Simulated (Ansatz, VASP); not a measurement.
## One calculation of CaO, two programs

INCAR

```
SYSTEM = CaO
PREC = Accurate ; ENCUT = 600
EDIFF = 1E-6 ; ISMEAR = -1
SIGMA = 0.01 ; LREAL = .FALSE.
LASPH = .TRUE. ; NELM = 120
ALGO = Normal ; ISIF = 2
LWAVE = .FALSE. ; LCHARG = .TRUE.
GGA = PE ; LELF = .TRUE.
LVHAR = .TRUE. ; NBANDS = 15
GGA_COMPAT = .FALSE.
```

KPOINTS

```
Automatic mesh
0
G
  1 1 1
  0 0 0
```

POSCAR

```
CaO
1.0
    0.0000000000      2.4065000000      2.4065000000
    2.4065000000      0.0000000000      2.4065000000
    2.4065000000      2.4065000000      0.0000000000
Ca O
1 1
Direct
    0.0000000000      0.0000000000      0.0000000000
    0.5000000000      0.5000000000      0.5000000000
```

Input for Ansatz:

```yaml
crystal:
  lattice:
    - [0.0, 2.4065, 2.4065]
    - [2.4065, 0.0, 2.4065]
    - [2.4065, 2.4065, 0.0]
  atoms:
    - { symbol: Ca, position: [0.0, 0.0, 0.0] }
    - { symbol: O, position: [0.5, 0.5, 0.5] }
kpoints:
  mp_grid:
    grid: [1, 1, 1]
scf:
  n_extra_bands: 6
  occupations:
    method: fermi_dirac
    width: 0.01
output:
  eigenvalues: true
```

Alike in both runs: task single point; functional PBE; k mesh 1 × 1 × 1; occupations fermi-dirac, width 0.01 eV; no spin polarisation.

|  | VASP | Ansatz |
| --- | --- | --- |
| version | VASP 6.6.1 | Ansatz 0.2.0 |
| potentials or method | VASP PAW PBE potentials, release 64 (Ca_sv, O) | plane waves, PAW |
| plane-wave cutoff (eV) | 600 | 420 |
| valence electrons in the cell | 16 | 16 |

```csv
,VASP,Ansatz,Ansatz less VASP
gap on the k mesh at the Fermi level (eV),2.62,2.65,+0.039
```

The k mesh is coarse, so the values compare programs but aren't converged.
